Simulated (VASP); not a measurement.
A run of VASP 6.6.1 is set up as follows.

INCAR

```
ALGO = Normal ; EDIFF = 1E-7
ENCUT = 520 ; GGA = PS
ISIF = 2 ; ISMEAR = 0
LASPH = True ; LCHARG = True
LELF = True ; LREAL = False
LVHAR = True ; LWAVE = False
NBANDS = 16 ; NELM = 100
PREC = Accurate ; SIGMA = 0.15
```

The input KPOINTS:

```
k-points
0
Gamma
  14 14 14
```

The input POSCAR:

```
YSe
1.0
    0.0000000000      2.7025000000      2.8750000000
    2.7025000000      0.0000000000      2.8750000000
    2.7025000000      2.7025000000      0.0000000000
Y Se
1 1
Direct
    0.0000000000      0.0000000000      0.0000000000
    0.5000000000      0.5000000000      0.5000000000
```

Potentials or basis: VASP PAW PBE potentials, release 64 (Y_sv, Se).

Launch:

```sh
$ cat potpaw_PBE.64/Y_sv/POTCAR potpaw_PBE.64/Se/POTCAR > POTCAR
$ mpirun -np 1 vasp_std > vasp.out
```

**Question.** Estimate the pressure.

**Answer.** 11.1 GPa.

Stress tensor (GPa, compression positive):
```
16.73  0.00  0.00
 0.00 16.73  0.00
 0.00  0.00 -0.19
```

Caveat: the cell differs from its parent crystal (strain -0.0600 x Voigt [1, 1, 0, 0, 0, 0]); the PAW data sets were made with another functional, which shifts forces and pressure a little.
